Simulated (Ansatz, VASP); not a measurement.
# Two plane-wave programs on NaRe4Ir

```
Na Re Ir
1.0
     0.00000    3.66330    3.66330
     3.66330    0.00000    3.66330
     3.66330    3.66330    0.00000
Na Re Ir
1 4 1
Cartesian
  0.0000 0.0000 0.0000
  4.5869 2.7397 2.7397
  4.5869 4.5869 4.5869
  2.7397 4.5869 2.7397
  2.7397 2.7397 4.5869
  1.8316 1.8316 1.8316
```

Alike in both runs: functional PBE; k mesh 10 × 10 × 10; occupations gaussian, width 0.1 eV; no spin polarisation.

Ansatz relaxed the structure, and its values are those at the end. VASP's run is a single point on that final structure, the one shown.

|  | VASP | Ansatz |
| --- | --- | --- |
| version | VASP 6.6.1 | Ansatz 0.2.0 |
| potentials or method | VASP PAW PBE potentials, release 64 (Na_pv, Re, Ir), cutoff 520 eV | scalar-relativistic, plane waves, PAW |
| valence electrons in the cell | 44 | 86 |

```csv
,VASP,Ansatz,Ansatz less VASP
gap on the k mesh at the Fermi level (eV),none,none,-
pressure (GPa),-0.5,0.0,+0.52
rms of the force components (eV/Å),0.019,0.001,-0.0177
```

A gap of «none» marks a metal or a gap that the smearing closes. VASP's potentials hold 44 valence electrons a cell and Ansatz's 86, so a difference there can come from the potentials and not from the codes.

Spin-orbit coupling is off throughout.
